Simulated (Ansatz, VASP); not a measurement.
# GaN in VASP and in Ansatz

```
CELL_PARAMETERS angstrom
3.18310 0.00000 0.00000
-1.59155 2.75665 0.00000
0.00000 0.00000 5.18358
ATOMIC_POSITIONS crystal
Ga 0.33333 0.66667 0.99911
Ga 0.66667 0.33333 0.49911
N 0.33333 0.66667 0.37589
N 0.66667 0.33333 0.87589
```

Alike in both runs: task single point; functional r2SCAN; k mesh 8 × 8 × 4; no spin polarisation.

|  | VASP | Ansatz |
| --- | --- | --- |
| version | VASP 6.6.1 | Ansatz 0.2.0 |
| potentials or method | VASP PAW PBE potentials, release 64 (Ga_d, N_h) | PAW with Ansatz's default frozen-core files, scalar-relativistic |
| plane-wave cutoff (eV) | 910 | 500 |
| occupations | gaussian, width 0.01 eV | fixed |
| valence electrons in the cell | 36 | 36 |

Ansatz gave:

- gap on the k mesh at the Fermi level (eV): 2.35

Question: What did VASP give for the same quantities?

Answer: gap on the k mesh at the Fermi level (eV): 2.34.

VASP's potentials were made for PBE, not for r2SCAN.

Noted on VASP's run: the cutoff is short for stress, so the pressure is rough.
